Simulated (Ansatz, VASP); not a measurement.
Two plane-wave programs on RbBr

File INCAR:

```
PREC = Accurate
ENCUT = 500
EDIFF = 1E-6
ISMEAR = 0
SIGMA = 0.05
LREAL = F
LASPH = T
NELM = 120
ALGO = Normal
ISIF = 2
LWAVE = F
LCHARG = T
GGA = PE
LELF = T
LVHAR = T
NBANDS = 15
GGA_COMPAT = F
```

KPOINTS

```
Automatic mesh
0
Gamma
  7 7 7
```

POSCAR

```
RbBr
1.0
    0.0000000000      3.4270000000      3.4270000000
    3.4270000000      0.0000000000      3.4270000000
    3.4270000000      3.4270000000      0.0000000000
Rb Br
1 1
Direct
    0.0000000000      0.0000000000      0.0000000000
    0.5000000000      0.5000000000      0.5000000000
```

Contents of input.yaml:

```yaml
crystal:
  lattice:
    - [0.0, 3.427, 3.427]
    - [3.427, 0.0, 3.427]
    - [3.427, 3.427, 0.0]
  atoms:
    - { symbol: Rb, position: [0.0, 0.0, 0.0] }
    - { symbol: Br, position: [0.5, 0.5, 0.5] }
hamiltonian:
  xc: pbe
  pseudopotentials: { kind: paw }
kpoints:
  mp_grid: { grid: [7, 7, 7] }
scf:
  occupations: { method: gaussian, width: 0.05 }
output:
  forces: true
  stress: true
  eigenvalues: true
  write_density: true
  write_potential: true
  elf: true
  volumetric_format: npy
```

Alike in both runs: task single point; functional PBE; k mesh 7 × 7 × 7; occupations gaussian, width 0.05 eV; no spin polarisation.

|  | VASP | Ansatz |
| --- | --- | --- |
| version | VASP 6.6.1 | Ansatz 0.2.0 |
| potentials or method | VASP PAW PBE potentials, release 64 (Rb_sv, Br) | Ansatz PAW |
| plane-wave cutoff (eV) | 500 | 420 |
| valence electrons in the cell | 16 | 16 |

|  | VASP | Ansatz | Ansatz less VASP |
| --- | --- | --- | --- |
| gap on the k mesh at the Fermi level (eV) | 4.36 | 4.36 | +0.003 |
| least direct gap on the mesh (eV) | 4.36 | 4.36 | +0.003 |
| pressure (GPa) | 1.0 | 1.0 | -0.02 |

Noted on Ansatz's run: odd divisions of the mesh miss points on the zone boundary, where band edges often lie, so the gap on the mesh can be too wide.
